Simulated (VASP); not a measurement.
The system is AlP.

```xyz
2
Lattice="0.0000 2.7393 2.7393 2.7727 0.0000 2.7393 2.7727 2.7393 0.0000" Properties=species:S:1:pos:R:3 pbc="T T T"
Al    0.0000    0.0000    0.0000
P     1.3863    1.3696    1.3696
```

This cell differs from its parent crystal: uniaxial x strain +1.2%.

Base run:

* Program: VASP 6.6.1
* Functional: r2SCAN
* Potentials or basis: VASP PAW PBE potentials, release 64 (Al, P)
* Cutoff: 550 eV
* k mesh: 8 × 8 × 8
* Occupations: gaussian, width 0.01 eV
* Spin: no spin polarisation

Its results: band gap on the k mesh 1.91 eV (least direct gap 3.78 eV); pressure -1.4 GPa.

Problem. The run is repeated on the same cell with these changes: functional from r2SCAN to HSE06; cutoff from 550 eV to 400 eV; k mesh from 8 × 8 × 8 to 6 × 6 × 6. What comes out?

Solution. Band gap on the k mesh 2.27 eV (least direct gap 4.00 eV); pressure -1.4 GPa.

Several settings changed at once.

Caveats: the PAW data sets were made with another functional, which shifts forces and pressure a little.

A k mesh can miss the band edges.
